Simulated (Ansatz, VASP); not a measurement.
# Al2Cu in VASP and in Ansatz

INCAR

```
PREC = Accurate
ENCUT = 520
EDIFF = 1E-7
ISMEAR = 0
SIGMA = 0.15
LREAL = F
LASPH = T
NELM = 100
ALGO = Fast
ISIF = 2
LWAVE = F
LCHARG = F
GGA = PS
NBANDS = 26
```

File KPOINTS:

```
Automatic mesh
0
Gamma
  10 10 10
```

POSCAR

```
Al2Cu
1.0
   -3.0864000000      3.0864000000      2.3655500000
    3.0864000000     -3.0864000000      2.3655500000
    3.0864000000      3.0864000000     -2.3655500000
Al Cu
4 2
Direct
    0.1593210787      0.6593210787      0.8186421574
    0.6593210787      0.8406789213      0.5000000000
    0.8406789213      0.3406789213      0.1813578426
    0.3406789213      0.1593210787      0.5000000000
    0.7500000000      0.7500000000      0.0000000000
    0.2500000000      0.2500000000      0.0000000000
```

Input for Ansatz:

```yaml
crystal:
  lattice:
    - [-3.0864, 3.0864, 2.36555]
    - [3.0864, -3.0864, 2.36555]
    - [3.0864, 3.0864, -2.36555]
  atoms:
    - { symbol: Al, position: [0.1593210787, 0.6593210787, 0.8186421574] }
    - { symbol: Al, position: [0.6593210787, 0.8406789213, 0.5] }
    - { symbol: Al, position: [0.8406789213, 0.3406789213, 0.1813578426] }
    - { symbol: Al, position: [0.3406789213, 0.1593210787, 0.5] }
    - { symbol: Cu, position: [0.75, 0.75, 0.0] }
    - { symbol: Cu, position: [0.25, 0.25, 0.0] }
basis:
  ecutwfc: 520.0
kpoints:
  mp_grid: { grid: [10, 10, 10] }
hamiltonian:
  xc: pbesol
  pseudopotentials: { kind: paw, azcp: { folder: soft_1 } }
scf:
  occupations: { method: gaussian, width: 0.15 }
output:
  forces: true
  stress: true
  eigenvalues: true
```

Alike in both runs: task single point; functional PBEsol; k mesh 10 × 10 × 10; occupations gaussian, width 0.15 eV; no spin polarisation.

```csv
,VASP,Ansatz
version,VASP 6.6.1,Ansatz 0.2.0
potentials or method,"VASP PAW PBE potentials, release 64 (Al, Cu), cutoff 520 eV","scalar-relativistic, plane waves, PAW"
valence electrons in the cell,34,50
```

```tsv
	VASP	Ansatz	Ansatz less VASP
gap on the k mesh at the Fermi level (eV)	none	none	-
pressure (GPa)	-3.4	-3.7	-0.27
traceless stress, the component that is largest in VASP (GPa)	4.61	4.60	-0.012
rms of the force components (eV/Å)	0.049	0.047	-0.0018
```

VASP's potentials were made for PBE, not for PBEsol, and Ansatz warns of the same on its side. Atom by atom the forces differ by 0.002 eV/Å (rms over components). A gap of «none» marks a metal or a gap that the smearing closes. VASP's potentials hold 34 valence electrons a cell and Ansatz's 50, so a difference there can come from the potentials and not from the codes.
